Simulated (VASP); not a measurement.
A run of VASP 6.6.1 is set up as follows.

File POSCAR:

```
Mn
1.0
   -1.5405000000      1.5405000000      1.5405000000
    1.5405000000     -1.5405000000      1.5405000000
    1.5405000000      1.5405000000     -1.5405000000
Mn
1
Direct
    0.0000000000      0.0000000000      0.0000000000
```

File INCAR.step1:

```
  PREC = Accurate
  ENCUT = 520
  EDIFF = 1E-6
  ISMEAR = -1
  SIGMA = 0.03
  LREAL = False
  LASPH = True
  NELM = 150
  ALGO = Normal
  ISIF = 2
  LWAVE = False
  LCHARG = True
  ISPIN = 2
  MAGMOM = 4
  LMAXMIX = 4
  GGA = PE
  NBANDS = 16
```

The input KPOINTS.step1:

```
Automatic mesh
0
Gamma
  19 19 19
```

Contents of INCAR.step2:

```
  PREC = Accurate
  ENCUT = 520
  EDIFF = 1E-6
  ISMEAR = -5
  SIGMA = 0.03
  LREAL = False
  LASPH = True
  NELM = 150
  ALGO = Normal
  ISIF = 2
  LWAVE = False
  LCHARG = False
  ISPIN = 2
  MAGMOM = 4
  LORBIT = 10
  LMAXMIX = 4
  GGA = PE
  NEDOS = 2001
  ICHARG = 11
```

The input KPOINTS.step2:

```
Automatic mesh
0
Gamma
  29 29 29
```

Potentials or basis: VASP PAW PBE potentials, release 64 (Mn_pv).

Command:

```sh
$ cat potpaw_PBE.64/Mn_pv/POTCAR > POTCAR
$ cp INCAR.step1 INCAR
$ cp KPOINTS.step1 KPOINTS
$ mpirun -np 1 vasp_std > vasp.out
$ cp INCAR.step2 INCAR
$ cp KPOINTS.step2 KPOINTS
$ mpirun -np 1 vasp_std > vasp.out
```

(1) What does it give for the net moment?

(2) Predict the site moments.

## Answers

(1) 2.79 μB per cell.

(2) Mn +2.75 μB.
